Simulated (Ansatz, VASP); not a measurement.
**One calculation of Al, two programs**

```
Al
1.0
     0.00000    2.02398    1.86206
     2.02398    0.00000    1.86206
     2.02398    2.02398    0.00000
Al
1
Direct
  0.00000 0.00000 0.00000
```

Change from the starting cell: strain +0.000 along x and y, -0.080 along z, atoms carried along.

Alike in both runs: task single point; functional r2SCAN; k mesh 20 × 20 × 20; occupations gaussian, width 0.15 eV; no spin polarisation.

|  | VASP | Ansatz |
| --- | --- | --- |
| version | VASP 6.6.1 | Ansatz 0.2.0 |
| potentials or method | VASP PAW PBE potentials, release 64 (Al), cutoff 520 eV | scalar-relativistic, plane waves, PAW |
| valence electrons in the cell | 3 | 3 |

VASP gave:

* gap on the k mesh at the Fermi level (eV): none
* pressure (GPa): 4.5
* traceless stress, the component that is largest in VASP (GPa): 4.11

**Question.** What did Ansatz give for the same quantities?

**Answer.** gap on the k mesh at the Fermi level (eV): none; pressure (GPa): 4.9; traceless stress, the component that is largest in VASP (GPa): 4.11.

VASP's potentials were made for PBE, not for r2SCAN. A gap of «none» marks a metal or a gap that the smearing closes.
